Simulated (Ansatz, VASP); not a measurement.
**One calculation of Pt, two programs**

```
Pt
1.0
     0.00000    1.96090    1.96090
     1.96090    0.00000    1.96090
     1.96090    1.96090    0.00000
Pt
1
Direct
  0.00000 0.00000 0.00000
```

Alike in both runs: task single point; functional r2SCAN; k mesh 14 × 14 × 14; occupations gaussian, width 0.05 eV; no spin polarisation.

|  | VASP | Ansatz |
| --- | --- | --- |
| version | VASP 6.6.1 | Ansatz 0.2.0 |
| potentials or method | VASP PAW PBE potentials, release 64 (Pt), cutoff 520 eV | scalar-relativistic, plane waves, PAW |
| valence electrons in the cell | 10 | 18 |

Ansatz gave:

* gap on the k mesh at the Fermi level (eV): none
* pressure (GPa): 3.7

Question: Estimate VASP's values.

Answer: gap on the k mesh at the Fermi level (eV): none; pressure (GPa): 4.5.

VASP's potentials were made for PBE, not for r2SCAN. A gap of «none» marks a metal or a gap that the smearing closes. With one functional, cell and mesh, what is left measures potentials, basis and numerics. VASP's potentials hold 10 valence electrons a cell and Ansatz's 18, so a difference there can come from the potentials and not from the codes.

Spin-orbit coupling is off throughout.
